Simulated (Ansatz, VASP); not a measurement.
**SiC in VASP and in Ansatz**

```
Si C
1.0
     0.00000    2.17438    2.17438
     2.17438    0.00000    2.17438
     2.17438    2.17438    0.00000
Si C
1 1
Direct
  0.00000 0.00000 0.00000
  0.25000 0.25000 0.25000
```

Alike in both runs: task single point; functional PBE; dispersion D3(BJ); k mesh 12 × 12 × 12; occupations gaussian, width 0.02 eV; no spin polarisation.

|  | VASP | Ansatz |
| --- | --- | --- |
| version | VASP 6.6.1 | Ansatz 0.2.0 |
| potentials or method | VASP PAW PBE potentials, release 64 (Si, C), cutoff 600 eV | scalar-relativistic, plane waves, PAW |
| valence electrons in the cell | 8 | 8 |

```tsv
	VASP	Ansatz	Ansatz less VASP
gap on the k mesh at the Fermi level (eV)	1.35	1.35	+0.003
least direct gap on the mesh (eV)	4.55	4.56	+0.008
pressure (GPa)	-0.2	0.0	+0.20
```
